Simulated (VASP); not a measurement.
The system is Si.

```
CELL_PARAMETERS angstrom
0.00000 2.71547 2.71547
2.71547 0.00000 2.71547
2.71547 2.71547 0.00000
ATOMIC_POSITIONS crystal
Si 0.00000 0.00000 0.00000
Si 0.25000 0.25000 0.25000
```

Base run:

| Property | Result |
| --- | --- |
| Program | VASP 6.6.1 |
| Functional | PBE |
| Potentials or basis | VASP PAW PBE potentials, release 64 (Si) |
| Cutoff | 500 eV |
| k mesh | 14 × 14 × 14 |
| Occupations | gaussian, width 0.02 eV |
| Spin | no spin polarisation |

Its results: band gap on the k mesh 0.57 eV, indirect (least direct gap 2.57 eV); pressure 1.9 GPa.

The run is repeated on the same cell with these changes: k mesh from 14 × 14 × 14 to 6 × 6 × 6. What comes out?

Band gap on the k mesh 0.71 eV, indirect (least direct gap 2.56 eV); pressure 2.0 GPa.

A k mesh can miss the band edges.
